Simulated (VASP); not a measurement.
# Cr (Fd-3m) in VASP: a series of runs, part 2 of 2

VASP 6.6.1.

### 3 Single point, PBEsol, collinear spin, antiferromagnetic start (19.64 Å³/atom)

This run uses another cell than the first one, of 19.64 Å³/atom.

INCAR

```
SYSTEM = Cr
  PREC = Accurate
  ENCUT = 520
  EDIFF = 1E-6
  ISMEAR = -1
  SIGMA = 0.05
  LREAL = .FALSE.
  LASPH = .TRUE.
  NELM = 150
  ALGO = Normal
  ISIF = 2
  LWAVE = .FALSE.
  LCHARG = .FALSE.
  ISPIN = 2
  MAGMOM = 2.162 -2.162
  LORBIT = 11
  LMAXMIX = 4
  GGA = PS
  NBANDS = 23
```

KPOINTS

```
Automatic mesh
0
G
  12 12 12
  0 0 0
```

POSCAR

```
Cr
1.0
    0.0000000000      2.6980921522      2.6980921522
    2.6980921522      0.0000000000      2.6980921522
    2.6980921522      2.6980921522      0.0000000000
Cr
2
Direct
    0.1250000000      0.1250000000      0.1250000000
    0.8750000000      0.8750000000      0.8750000000
```

Potentials or basis: VASP PAW PBE potentials, release 64 (Cr_pv).

The run is started by

```bash
> cat potpaw_PBE.64/Cr_pv/POTCAR > POTCAR
> mpirun -np 1 vasp_std > vasp.out
```

OUTCAR:

```text
SYSTEM = Cr
   PREC = Accurate
   ENCUT = 520
   EDIFF = 1E-6
   ISMEAR = -1
   LREAL = .FALSE.
   LASPH = .TRUE.
   NELM = 150
   ISIF = 2
   ISPIN = 2
   LORBIT = 11
   GGA = PS

 ion  position               nearest neighbor table
   1  0.125  0.125  0.125-   2 2.34   2 2.34   2 2.34   2 2.34
   2  0.875  0.875  0.875-   1 2.34   1 2.34   1 2.34   1 2.34

  LATTYP: Found a face centered cubic cell.
 ALAT       =     5.3961843044

  Lattice vectors:

 A1 = (   0.0000000000,   2.6980921522,   2.6980921522)
 A2 = (   2.6980921522,   0.0000000000,   2.6980921522)
 A3 = (   2.6980921522,   2.6980921522,   0.0000000000)

Analysis of symmetry for initial positions (statically):
=====================================================================
 Subroutine PRICEL returns:
 Original cell was already a primitive cell.

 Routine SETGRP: Setting up the symmetry group for a
 face centered cubic supercell.

 Subroutine GETGRP returns: Found 48 space group operations
 (whereof 12 operations were pure point group operations)
 out of a pool of 48 trial point group operations.

The static configuration has the point symmetry D_3d.
 The point group associated with its full space group is O_h .

Analysis of symmetry for dynamics (positions and initial velocities):
=====================================================================
 Subroutine PRICEL returns:
 Original cell was already a primitive cell.

 Routine SETGRP: Setting up the symmetry group for a
 face centered cubic supercell.

 Subroutine GETGRP returns: Found 48 space group operations
 (whereof 12 operations were pure point group operations)
 out of a pool of 48 trial point group operations.

The dynamic configuration has the point symmetry D_3d.
 The point group associated with its full space group is O_h .

Analysis of structural, dynamic, and magnetic symmetry:
=====================================================================
 Subroutine PRICEL returns:
 Original cell was already a primitive cell.

 Routine SETGRP: Setting up the symmetry group for a
 face centered cubic supercell.

 Subroutine GETGRP returns: Found 48 space group operations
 (whereof 12 operations were pure point group operations)
 out of a pool of 48 trial point group operations.

The overall configuration has the point symmetry D_3d.
 The point group associated with its full space group is O_h .

 Subroutine INISYM returns: Found 48 space group operations
 (whereof 12 operations are pure point group operations),
 and found     1 'primitive' translations

----------------------------------------------------------------------------------------

                                     Primitive cell

  volume of cell :      39.2826

  direct lattice vectors                    reciprocal lattice vectors
     0.000000000  2.698092152  2.698092152    -0.185316131  0.185316131  0.185316131
     2.698092152  0.000000000  2.698092152     0.185316131 -0.185316131  0.185316131
     2.698092152  2.698092152  0.000000000     0.185316131  0.185316131 -0.185316131

  length of vectors
     3.815678514  3.815678514  3.815678514     0.320976955  0.320976955  0.320976955

  position of ions in fractional coordinates (direct lattice)
     0.125000000  0.125000000  0.125000000
     0.875000000  0.875000000  0.875000000

  ion indices of the primitive-cell ions
   primitive index   ion index
                 1           1
                 2           2

----------------------------------------------------------------------------------------

 KPOINTS: Automatic mesh

[... 66 lines left out ...]
   NELM   =    150;   NELMIN=  2; NELMDL= -5     # of ELM steps
   EDIFF  = 0.1E-05   stopping-criterion for ELM
   LREAL  =      F    real-space projection
   EDIFFG = 0.1E-04   stopping-criterion for IOM
   NSW    =      0    number of steps for IOM
   IBRION =     -1    ionic relax: 0-MD 1-quasi-New 2-CG
   NFREE  =      0    steps in history (QN), initial steepest desc. (CG)
   ISIF   =      2    stress and relaxation
   ISYM   =      2    0-nonsym 1-usesym 2-fastsym
   POTIM  = 0.5000    time-step for ionic-motion
   TEBEG  =    0.0;   TEEND  =   0.0 temperature during run
   PSTRESS=    0.0 pullay stress
   NELECT =      24.0000    total number of electrons
   NUPDOWN=      -1.0000    fix difference up-down
   EMIN   =  10.00;   EMAX   =-10.00  energy-range for DOS
   EFERMI =   0.00;   METHOD = LEGACY
   ISMEAR =    -1;   SIGMA  =   0.05  broadening in eV -4-tet -1-fermi 0-gaus
   EFERMI_NEDOS =   21; number of points for ismear=-14 and -15
   IALGO  =     38    algorithm
   IMIX   =      4    mixing-type and parameters
     AMIX     =   0.40;   BMIX     =  1.00
     AMIX_MAG =   1.60;   BMIX_MAG =  1.00
  volume/ion in A,a.u.               =      19.64       132.55
  Fermi-wavevector in a.u.,A,eV,Ry     =   1.389137  2.625089 26.255191  1.929702
  Thomas-Fermi vector in A             =   2.513197
   LORBIT       =     11    0 simple, 1 ext, 2 COOP (PROOUT), +10 PAW based schemes
   GGA     = PS    functional components
   LHFCALC =     F    Hartree Fock is set to
   AEXX    =    0.0000 exact exchange contribution
   IVDW    =     0    specifies the selected vdW correction
   LEPSILON=     F    determine dielectric tensor
   LRPA    =     F    only Hartree local field effects (RPA)
 spin polarized calculation
  energy-cutoff  :      520.00
  volume of cell :       39.28
 maximum number of plane-waves:      1067
   NGX = 15   NGY = 15   NGZ = 15

 number of electron      23.9999998 magnetization       0.0000000

 number of electron      23.9999998 magnetization      -0.0000000

 Free energy of the ion-electron system (eV)
  ---------------------------------------------------
  ext. energy  EPLUGINS =         0.00000000
  ---------------------------------------------------
  free energy    TOTEN  =       -16.17758574 eV

  energy without entropy =      -16.16803271  energy(sigma->0) =      -16.17280923

 E-fermi :   4.6265     XC(G=0): -10.5651

 val. band max:        4.5964632597   @ k =  -0.3333   0.4167   0.0833
 cond. band min:       4.6280238340   @ k =  -0.4167   0.0833   0.0000
 fundamental gap:      0.0315605743
 Fermi energy:         4.6265136144

 spin component 1

 k-point     1 :       0.0000    0.0000    0.0000
  band No.  band energies     occupation
      1     -38.3713      1.00000
      2     -38.3713      1.00000
      3     -38.3713      1.00000
      4     -35.5782      1.00000
      5     -35.5782      1.00000
      6     -35.5782      1.00000
[... 613 lines left out ...]
     22      15.1745      0.00000
     23      15.5634      0.00000

 [... further k-points ...]

 spin component 2

 k-point     1 :       0.0000    0.0000    0.0000
  band No.  band energies     occupation
      1     -38.3713      1.00000
      2     -38.3713      1.00000
      3     -38.3713      1.00000
      4     -35.5782      1.00000
      5     -35.5782      1.00000
      6     -35.5782      1.00000
[... 613 lines left out ...]
     22      15.1745      0.00000
     23      15.5634      0.00000

 [... further k-points ...]

------------------------ aborting loop because EDIFF is reached ----------------------------------------

  FORCE on cell =-STRESS in cart. coord.  units (eV):
  Direction    XX          YY          ZZ          XY          YZ          ZX
  --------------------------------------------------------------------------------------
  -------------------------------------------------------------------------------------
  Total       -1.0156179     -1.0156179     -1.0156179     -0.0000000      0.0000000      0.0000000
  in kB      -41.4229074    -41.4229074    -41.4229074     -0.0000000      0.0000000      0.0000000
  external PRESSURE =     -41.4229074 kB  Pullay stress =       0.0000000 kB

 VOLUME and BASIS-vectors are now :
 -----------------------------------------------------------------------------
  energy-cutoff  :      520.00
  volume of cell :       39.28
      direct lattice vectors                 reciprocal lattice vectors
     0.000000000  2.698092152  2.698092152    -0.185316131  0.185316131  0.185316131
     2.698092152  0.000000000  2.698092152     0.185316131 -0.185316131  0.185316131
     2.698092152  2.698092152  0.000000000     0.185316131  0.185316131 -0.185316131

 POSITION                                       TOTAL-FORCE (eV/Angst)
 -----------------------------------------------------------------------------------
      0.67452      0.67452      0.67452         0.000000      0.000000      0.000000
      4.72166      4.72166      4.72166        -0.000000     -0.000000     -0.000000
 -----------------------------------------------------------------------------------
    total drift:                                0.000000      0.000000     -0.000000

  FREE ENERGIE OF THE ION-ELECTRON SYSTEM (eV)
  ---------------------------------------------------
  free  energy   TOTEN  =       -16.1775857438 eV

  energy  without entropy=      -16.1680327106  energy(sigma->0) =      -16.17280923

 total charge

# of ion       s       p       d       tot
------------------------------------------
    1        0.412   6.134   4.333  10.879
    2        0.412   6.134   4.333  10.879
--------------------------------------------------
tot          0.824  12.268   8.666  21.759

 magnetization (x)

# of ion       s       p       d       tot
------------------------------------------
    1        0.027  -0.050   2.798   2.775
    2       -0.027   0.050  -2.798  -2.775
--------------------------------------------------
tot          0.000   0.000   0.000   0.000
```

It took 3.7 min on 1 thread of Intel Xeon 8259CL, shared host; peak memory 0.23 GiB.

Results:

```yaml
Free_energy: -16.1776 eV
Pressure: -4.1 GPa
Band_gap_on_the_k_mesh: zero (filled and empty bands overlap)
Net_moment: 0.00 μB per cell
Site_moments: Cr +2.77, -2.77 μB
Valence_electrons_inside_the_program's_atomic_spheres: Cr 10.88
```

Levels at points of the mesh, in eV from the Fermi level:
Spin up:
```tsv
k point	band 8	band 9	band 10	band 11	band 12	band 13	band 14	band 15	band 16	band 17
(0.00, 0.00, 0.00)	-1.14	-1.14	-0.99	-0.99	-0.99	1.72	1.72	1.72	3.42	3.42
(0.50, 0.00, 0.00)	-1.28	-1.16	-1.16	-0.81	-0.81	-0.16	2.21	2.21	3.21	3.21
(0.50, 0.50, 0.00)	-1.92	-0.76	-0.76	-0.37	-0.11	0.08	2.37	3.34	3.34	3.39
```
Spin down:
| k point | band 10 | band 11 | band 12 | band 13 | band 14 | band 15 |
| --- | --- | --- | --- | --- | --- | --- |
| (0.00, 0.00, 0.00) | -0.99 | -0.99 | -0.99 | 1.72 | 1.72 | 1.72 |
| (0.50, 0.00, 0.00) | -1.16 | -0.81 | -0.81 | -0.16 | 2.21 | 2.21 |
| (0.50, 0.50, 0.00) | -0.76 | -0.37 | -0.11 | 0.08 | 2.37 | 3.34 |

Caveat: the cell stands under tension; an empty level that is flat over the whole mesh can mark a ghost state of the potentials, or a narrow d or f band; the antiferromagnetic order is the one typed at the start, and another may lie lower; the PAW data sets were made with another functional, which shifts forces and pressure a little.

### 4 Relaxation of cell and atoms, PBEsol, collinear spin, antiferromagnetic start

This run uses another cell than the first one, of 16.19 Å³/atom.

INCAR

```
SYSTEM = Cr
PREC     = Accurate       ! precision mode
ENCUT    = 600            ! plane-wave cutoff, eV
EDIFF    = 1E-7           ! SCF threshold, eV
ISMEAR   = -1             ! smearing method
SIGMA    = 0.05           ! smearing width, eV
LREAL    = .False.        ! projectors in reciprocal space
LASPH    = .True.         ! aspherical terms in the spheres
NELM     = 150            ! most SCF steps
ALGO     = Normal         ! electronic algorithm
ISIF     = 3              ! what is computed and relaxed
LWAVE    = .False.        ! write WAVECAR
LCHARG   = .False.        ! write CHGCAR
ISPIN    = 2              ! spin polarisation
MAGMOM   = 1.5 -1.5       ! initial moments
LORBIT   = 11             ! projections on sites
LMAXMIX  = 4              ! l up to which the mixer works
GGA      = PS             ! functional
IBRION   = 2              ! ionic algorithm
NSW      = 80             ! ionic steps
EDIFFG   = -0.01          ! ionic threshold
```

KPOINTS

```
Automatic mesh
0
Gamma
  11 11 11
  0 0 0
```

POSCAR

```
Cr
1.0
    0.0000000000      2.5297724266      2.5297724266
    2.5297724266      0.0000000000      2.5297724266
    2.5297724266      2.5297724266      0.0000000000
Cr
2
Direct
    0.1250000000      0.1250000000      0.1250000000
    0.8750000000      0.8750000000      0.8750000000
```

The run is started by

```bash
> cat potpaw_PBE.64/Cr_pv/POTCAR > POTCAR
> mpirun -np 1 vasp_std > vasp.out
```

It took 8.1 min on 1 thread of Intel Xeon 8259CL, shared host; peak memory 0.22 GiB.

It converged, with:

| Property | Result |
| --- | --- |
| Free energy | -16.2327 eV |
| Relaxed volume | 17.66 Å³/atom |
| Relaxed cell | a = 3.683 Å, b = 3.683 Å, c = 3.683 Å, α = 60.00°, β = 60.00°, γ = 60.00° |
| Space group after relaxing (to 0.1 Å) | Fd-3m (No. 227) |
| Energy gained by relaxing | 22.9 meV/atom |
| Ionic steps | 3 |
| Pressure after relaxing | 0.0 GPa |
| Band gap on the k mesh | zero (filled and empty bands overlap) |
| Net moment | 0.00 μB per cell |
| Site moments | Cr +2.42, -2.42 μB |
| Valence electrons inside the program's atomic spheres | Cr 11.02 |

Step by step:
```csv
step,energy change (eV),largest force (eV/Å),pressure (GPa),volume (Å³)
1,0.0000,0.0000,5.50,32.38
2,-0.0455,0.0000,0.36,35.06
3,-0.0458,0.0000,-0.01,35.32
```

Final structure:
```
CELL_PARAMETERS angstrom
0.00000 2.60408 2.60408
2.60408 0.00000 2.60408
2.60408 2.60408 0.00000
ATOMIC_POSITIONS crystal
Cr 0.12500 0.12500 0.12500
Cr 0.87500 0.87500 0.87500
```

Levels at points of the mesh, in eV from the Fermi level:
Spin up:
| k point | band 9 | band 10 | band 11 | band 12 | band 13 | band 14 | band 15 | band 16 |
| --- | --- | --- | --- | --- | --- | --- | --- | --- |
| (0.00, 0.00, 0.00) | -1.43 | -1.13 | -1.13 | -1.13 | 1.54 | 1.54 | 1.54 | 3.46 |
Spin down:
| k point | band 8 | band 9 | band 10 | band 11 | band 12 | band 13 | band 14 | band 15 | band 16 |
| --- | --- | --- | --- | --- | --- | --- | --- | --- | --- |
| (0.00, 0.00, 0.00) | -1.43 | -1.43 | -1.13 | -1.13 | -1.13 | 1.54 | 1.54 | 1.54 | 3.46 |

Caveat: the antiferromagnetic order is the one typed at the start, and another may lie lower; the PAW data sets were made with another functional, which shifts forces and pressure a little.

### 5 Single point, PBEsol, collinear spin, antiferromagnetic start

This run uses another cell than the first one, of 17.54 Å³/atom.

INCAR

```
PREC = Accurate ; ENCUT = 520
EDIFF = 1E-6 ; ISMEAR = -1
SIGMA = 0.05 ; LREAL = False
LASPH = True ; NELM = 150
ALGO = Normal ; ISIF = 2
LWAVE = False ; LCHARG = False
ISPIN = 2 ; MAGMOM = 2.163 -2.163
LORBIT = 11 ; LMAXMIX = 4
GGA = PS ; NBANDS = 23
```

KPOINTS

```
regular mesh
0
Gamma
  17 17 17
```

POSCAR

```
Cr
1.0
    0.0000000000      2.5980695397      2.5980695397
    2.5980695397      0.0000000000      2.5980695397
    2.5980695397      2.5980695397      0.0000000000
Cr
2
Direct
    0.1250000000      0.1250000000      0.1250000000
    0.8750000000      0.8750000000      0.8750000000
```

The run is started by

```bash
> cat potpaw_PBE.64/Cr_pv/POTCAR > POTCAR
> mpirun -np 1 vasp_std > vasp.out
```

Run time: 8.6 min. Hardware: 1 thread of Intel Xeon 8259CL, shared host; peak memory 0.3 GiB.

The run converged. Its results:

| Item | Value |
| --- | --- |
| Free energy | -16.2336 eV |
| Pressure | 0.3 GPa |
| Band gap on the k mesh | zero (filled and empty bands overlap) |
| Net moment | 0.00 μB per cell |
| Site moments | Cr +2.40, -2.40 μB |
| Valence electrons inside the program's atomic spheres | Cr 11.03 |

Levels at points of the mesh, in eV from the Fermi level:
Spin up:
| k point | band 9 | band 10 | band 11 | band 12 | band 13 | band 14 | band 15 | band 16 |
| --- | --- | --- | --- | --- | --- | --- | --- | --- |
| (0.00, 0.00, 0.00) | -1.44 | -1.14 | -1.14 | -1.14 | 1.54 | 1.54 | 1.54 | 3.47 |
Spin down:
| k point | band 10 | band 11 | band 12 | band 13 | band 14 | band 15 |
| --- | --- | --- | --- | --- | --- | --- |
| (0.00, 0.00, 0.00) | -1.14 | -1.14 | -1.14 | 1.54 | 1.54 | 1.54 |

Caveat: an empty level that is flat over the whole mesh can mark a ghost state of the potentials, or a narrow d or f band; the antiferromagnetic order is the one typed at the start, and another may lie lower; the PAW data sets were made with another functional, which shifts forces and pressure a little.

### 6 Overview

```tsv
task	spin	cell	k mesh	cutoff (eV)	smearing	gap on the mesh (eV)	pressure (GPa)	moment (μB)
single point	off	a = 3.545 Å, angles 60.0°, 2 atoms	18 × 18 × 18	520	fermi-dirac 0.1 eV	none	0.3	-
single point	collinear, antiferromagnetic start	a = 3.816 Å, angles 60.0°, 2 atoms	12 × 12 × 12	520	fermi-dirac 0.05 eV	none	-4.1	0.00
relaxation of cell and atoms	collinear, antiferromagnetic start	relaxed from a = 3.578 Å, angles 60.0°, 2 atoms	11 × 11 × 11	600	fermi-dirac 0.05 eV	none	0.0	0.00
single point	collinear, antiferromagnetic start	a = 3.674 Å, angles 60.0°, 2 atoms	17 × 17 × 17	520	fermi-dirac 0.05 eV	none	0.3	0.00
```

Alike in all rows: level PBEsol; potentials or basis VASP PAW PBE potentials, release 64 (Cr_pv).

Caveats: the PAW data sets were made with another functional, which shifts forces and pressure a little; the antiferromagnetic order is the one typed at the start, and another may lie lower (at least some runs); an empty level that is flat over the whole mesh can mark a ghost state of the potentials, or a narrow d or f band (at least some runs); the cell stands under tension (at least some runs).

Total energies depend on the potentials used, so only differences within one code and one set of settings carry meaning.

The gap in the log of VASP goes by the Fermi energy; the results here count the filled bands.